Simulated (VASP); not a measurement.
Crystal: CdI2.

```
CELL_PARAMETERS angstrom
4.24701 0.00000 0.00000
-2.12350 3.67802 0.00000
0.00000 0.00000 6.89503
ATOMIC_POSITIONS crystal
Cd 0.00000 0.00000 0.00000
I 0.33333 0.66667 0.24939
I 0.66667 0.33333 0.75061
```

Base run:

```yaml
Program: VASP 6.6.1
Functional: r2SCAN
Potentials_or_basis: VASP PAW PBE potentials, release 64 (Cd, I)
Cutoff: 550 eV
k_mesh: 12 × 12 × 4
Occupations: gaussian, width 0.01 eV
Spin: no spin polarisation
```

Its results: band gap on the k mesh 2.80 eV, indirect (least direct gap 3.13 eV); pressure 0.9 GPa; largest force 0.020 eV/Å.

Question: The run is repeated on the same cell with these changes: functional from r2SCAN to PBE; cutoff from 550 eV to 500 eV. What comes out?

Answer: Band gap on the k mesh 2.35 eV, indirect (least direct gap 2.61 eV); pressure 1.7 GPa; largest force 0.090 eV/Å.

r2SCAN gives the wider gap, since meta-GGAs in the generalised Kohn-Sham scheme recover part of the derivative discontinuity.

Caveats: spin-orbit coupling is left out, which moves the levels of the heavy elements; the PAW data sets were made with another functional, which shifts forces and pressure a little (some runs); this functional lacks dispersion, which binds the layers, so the pressure and a relaxed spacing across them are unreliable (some runs).

A k mesh can miss the band edges.
